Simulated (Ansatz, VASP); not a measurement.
One calculation of SrO, two programs

File INCAR:

```
PREC = Accurate
ENCUT = 520
EDIFF = 1E-6
ISMEAR = 0
SIGMA = 0.05
LREAL = F
LASPH = T
NELM = 80
ALGO = Normal
ISIF = 2
LWAVE = F
LCHARG = T
GGA = PS
LELF = T
LVHAR = T
NBANDS = 15
```

Contents of KPOINTS:

```
regular mesh
0
Gamma
  12 12 12
```

The input POSCAR:

```
SrO
1.0
    0.0000000000      2.5975128988      2.5975128988
    2.5975128988      0.0000000000      2.5975128988
    2.5975128988      2.5975128988      0.0000000000
Sr O
1 1
Direct
    0.5000000000      0.5000000000      0.5000000000
    0.0000000000      0.0000000000      0.0000000000
```

Input for Ansatz:

```yaml
crystal:
  lattice:
    - [0.0, 2.5975128988, 2.5975128988]
    - [2.5975128988, 0.0, 2.5975128988]
    - [2.5975128988, 2.5975128988, 0.0]
  atoms:
    - { symbol: Sr, position: [0.5, 0.5, 0.5] }
    - { symbol: O, position: [0.0, 0.0, 0.0] }
basis:
  ecutwfc: 420
  ecutrho_ratio: 4
kpoints:
  mp_grid: { grid: [12, 12, 12] }
hamiltonian:
  xc: pbesol
scf:
  occupations: { method: gaussian, width: 0.05 }
output:
  forces: true
  stress: true
  eigenvalues: true
  populations: true
```

Alike in both runs: task single point; functional PBEsol; k mesh 12 × 12 × 12; occupations gaussian, width 0.05 eV; no spin polarisation.

|  | VASP | Ansatz |
| --- | --- | --- |
| version | VASP 6.6.1 | Ansatz 0.2.0 |
| potentials or method | VASP PAW PBE potentials, release 64 (Sr_sv, O), cutoff 520 eV | scalar-relativistic, plane waves, PAW |
| valence electrons in the cell | 16 | 16 |

```tsv
	VASP	Ansatz	Ansatz less VASP
gap on the k mesh at the Fermi level (eV)	3.18	3.22	+0.045
least direct gap on the mesh (eV)	3.28	3.32	+0.035
pressure (GPa)	-3.1	-3.6	-0.53
```

VASP's potentials were made for PBE, not for PBEsol.
